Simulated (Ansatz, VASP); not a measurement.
## InAs in VASP and in Ansatz

The input INCAR:

```
PREC     = Accurate       # precision mode
ENCUT    = 520            # plane-wave cutoff, eV
EDIFF    = 1E-7           # SCF threshold, eV
ISMEAR   = -1             # smearing method
SIGMA    = 0.05           # smearing width, eV
LREAL    = False          # projectors in reciprocal space
LASPH    = True           # aspherical terms in the spheres
NELM     = 100            # most SCF steps
ALGO     = Normal         # electronic algorithm
ISIF     = 2              # what is computed and relaxed
LWAVE    = False          # write WAVECAR
LCHARG   = False          # write CHGCAR
GGA      = PS             # functional
NBANDS   = 16             # bands
```

Contents of KPOINTS:

```
regular mesh
0
Gamma
  8 8 8
```

File POSCAR:

```
InAs
1.0
    0.0000000000      2.8963595487      2.8963595487
    2.8963595487      0.0000000000      2.8963595487
    2.8963595487      2.8963595487      0.0000000000
In As
1 1
Direct
    0.5000000000      0.5000000000      0.5000000000
    0.0000000000      0.0000000000      0.0000000000
```

input.yaml

```yaml
crystal:
  lattice:
    - [0.0, 2.8963595487, 2.8963595487]
    - [2.8963595487, 0.0, 2.8963595487]
    - [2.8963595487, 2.8963595487, 0.0]
  atoms:
    - { symbol: In, position: [0.5, 0.5, 0.5] }
    - { symbol: As, position: [0.0, 0.0, 0.0] }
hamiltonian:
  xc: pbesol
  pseudopotentials: { kind: paw }
kpoints:
  mp_grid: { grid: [8, 8, 8] }
scf:
  occupations: { method: fermi_dirac, width: 0.05 }
output:
  forces: true
  stress: true
  eigenvalues: true
```

Alike in both runs: task single point; functional PBEsol; k mesh 8 × 8 × 8; occupations fermi-dirac, width 0.05 eV; no spin polarisation.

|  | VASP | Ansatz |
| --- | --- | --- |
| version | VASP 6.6.1 | Ansatz 0.2.0 |
| potentials or method | VASP PAW PBE potentials, release 64 (In_d, As) | Ansatz PAW |
| plane-wave cutoff (eV) | 520 | 420 |
| valence electrons in the cell | 18 | 28 |

|  | VASP | Ansatz | Ansatz less VASP |
| --- | --- | --- | --- |
| gap on the k mesh at the Fermi level (eV) | none | none | - |
| pressure (GPa) | -4.3 | -4.3 | -0.08 |

VASP's potentials were made for PBE, not for PBEsol. A gap of «none» marks a metal or a gap that the smearing closes. VASP's potentials hold 18 valence electrons a cell and Ansatz's 28, so a difference there can come from the potentials and not from the codes.
